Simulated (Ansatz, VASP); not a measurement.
Two plane-wave programs on NaI

```
CELL_PARAMETERS angstrom
0.00000 3.22963 3.22963
3.39725 0.00000 3.22963
3.39725 3.22963 0.00000
ATOMIC_POSITIONS crystal
Na 0.00000 0.00000 0.00000
I 0.50000 0.50000 0.50000
```

Change from the starting cell: uniaxial_x strain +5.2%.

Alike in both runs: task single point; functional r2SCAN; k mesh 8 × 8 × 8; no spin polarisation.

|  | VASP | Ansatz |
| --- | --- | --- |
| version | VASP 6.6.1 | Ansatz 0.2.0 |
| potentials or method | VASP PAW PBE potentials, release 64 (Na_pv, I) | plane waves, PAW |
| plane-wave cutoff (eV) | 520 | 500 |
| occupations | gaussian, width 0.01 eV | fixed |
| valence electrons in the cell | 14 | 26 |

```csv
,VASP,Ansatz,Ansatz less VASP
gap on the k mesh at the Fermi level (eV),4.28,4.27,-0.008
pressure (GPa),-0.7,-0.7,+0.04
"traceless stress, the component that is largest in VASP (GPa)",-0.63,-0.64,-0.009
```

VASP's potentials were made for PBE, not for r2SCAN. VASP's potentials hold 14 valence electrons a cell and Ansatz's 26, so a difference there can come from the potentials and not from the codes.

Neither program's run includes spin-orbit coupling.
